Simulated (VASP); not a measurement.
The system is Ge.

```xyz
1
Lattice="1.4064 -2.6177 0.0000 1.4064 2.6177 0.0000 0.0000 0.0000 2.7161" Properties=species:S:1:pos:R:3 pbc="T T T"
Ge    1.4064    0.0000    0.0000
```

Base run:

- Program: VASP 6.6.1
- Functional: r2SCAN
- Potentials or basis: VASP PAW PBE potentials, release 64 (Ge_d)
- Cutoff: 520 eV
- k mesh: 11 × 11 × 10
- Occupations: fermi-dirac, width 0.05 eV
- Spin: no spin polarisation

Its results: band gap on the k mesh zero (band 7 reaches 12.78 eV, above the bottom of band 8 at 3.45 eV); pressure -4.3 GPa.

Q: After a change of settings the same cell gave: band gap on the k mesh zero (band 7 reaches 12.57 eV, above the bottom of band 8 at 3.68 eV); pressure -2.0 GPa. Which change was it?
A. functional from r2SCAN to PBE
B. functional from r2SCAN to PBEsol
C. functional from r2SCAN to LDA; potentials or basis from VASP PAW PBE potentials, release 64 (Ge_d) to VASP PAW LDA potentials, release 64 (Ge_d)

A: A.

Caveats: the PAW data sets were made with another functional, which shifts forces and pressure a little (some runs).
